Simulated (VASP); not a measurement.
Rb2PdO2: relaxation of cell and atoms with PBE

Crystal: Rb2PdO2.

```
Rb O Pd
1.0
     0.00000    4.27627    0.00000
     4.27627    0.00000    0.00000
     2.13814    2.13814   -6.74698
Rb O Pd
2 2 1
Direct
  0.34510 0.34510 0.30980
  0.65490 0.65490 0.69020
  0.12730 0.12730 0.74540
  0.87270 0.87270 0.25460
  0.00000 0.00000 0.00000
```

```yaml
Program: VASP 6.6.1
Task: relaxation of cell and atoms
Functional: PBE
Potentials_or_basis: VASP PAW PBE potentials, release 64 (Rb_sv, O, Pd)
Cutoff: 600 eV
k_mesh: 8 × 8 × 8
Occupations: fermi-dirac, width 0.1 eV
Spin: no spin polarisation
Dipole_correction: no
Further_INCAR_settings: ALGO = Normal; EDIFF = 1e-07; IBRION = 2; EDIFFG = -0.01; NSW = 60; ISIF = 3
```

```
Relaxed volume                        : 24.66 Å³/atom
Relaxed cell                          : a = 4.238 Å, b = 4.238 Å, c = 7.491 Å, α = 73.57°, β = 73.57°, γ = 90.00°
Space group after relaxing (to 0.1 Å) : I4/mmm (No. 139)
Energy gained by relaxing             : 139.4 meV/atom
Ionic steps                           : 14
Pressure after relaxing               : 0.1 GPa
Largest force after relaxing          : 0.007 eV/Å
Band gap on the k mesh                : zero (bands 20 and 21 overlap by 0.15 eV)
```

Forces in eV/Å, atoms in the order of the input:
```
Rb   0.000  0.000 -0.007
Rb   0.000  0.000  0.007
O    0.000  0.000  0.007
O    0.000  0.000 -0.007
Pd   0.000  0.000  0.000
```

The path:
```
step  energy change (eV)  largest force (eV/Å)  pressure (GPa)  volume (Å³)
   1              0.0000                5.2417            7.26       123.38
   2              1.1757                2.6391           -6.29       143.27
   3             -0.6380                0.6636           -2.09       129.48
   4             -0.6680                0.2207           -1.32       128.58
   5             -0.6750                0.1685           -0.65       127.89
   6             -0.6749                0.1370           -0.73       127.98
   7             -0.6842                0.1172           -0.49       126.33
   8             -0.6932                0.0724            0.11       122.77
   9             -0.6932                0.0693            0.16       122.53
  10             -0.6939                0.0710           -0.06       122.76
  11             -0.6939                0.0595           -0.04       122.73
  12             -0.6944                0.0533           -0.03       122.79
  13             -0.6957                0.0339            0.00       122.97
  14             -0.6968                0.0072            0.06       123.31
```

Final structure:
```xyz
5
Lattice="0.0000 4.2380 0.0000 4.2380 0.0000 0.0000 2.1190 2.1190 -6.8658" Properties=species:S:1:pos:R:3 pbc="T T T"
Rb    2.1190    2.1190   -2.0700
Rb    4.2380    4.2380   -4.7957
O     2.1190    2.1190   -4.9967
O     4.2380    4.2380   -1.8691
Pd    2.1190    2.1190   -6.8658
```

Levels at points of the mesh, in eV from the Fermi level:
```
           k point  band 18  band 19  band 20  band 21  band 22  band 23
(0.00, 0.00, 0.00)    -1.86    -1.33     0.09     0.09     2.89     4.82
(0.50, 0.00, 0.00)    -1.95    -0.64    -0.15    -0.02     3.13     5.35
(0.50, 0.50, 0.00)    -1.70     0.00     0.09     0.09     3.30     3.91
(0.00, 0.00, 0.50)    -1.86    -1.56     0.12     0.12     3.69     4.61
```

Run time: 19 min on 1 thread of Intel(R) Xeon(R) 6975P-C (Granite Rapids), with other jobs on the host, peak memory 0.43 GiB.
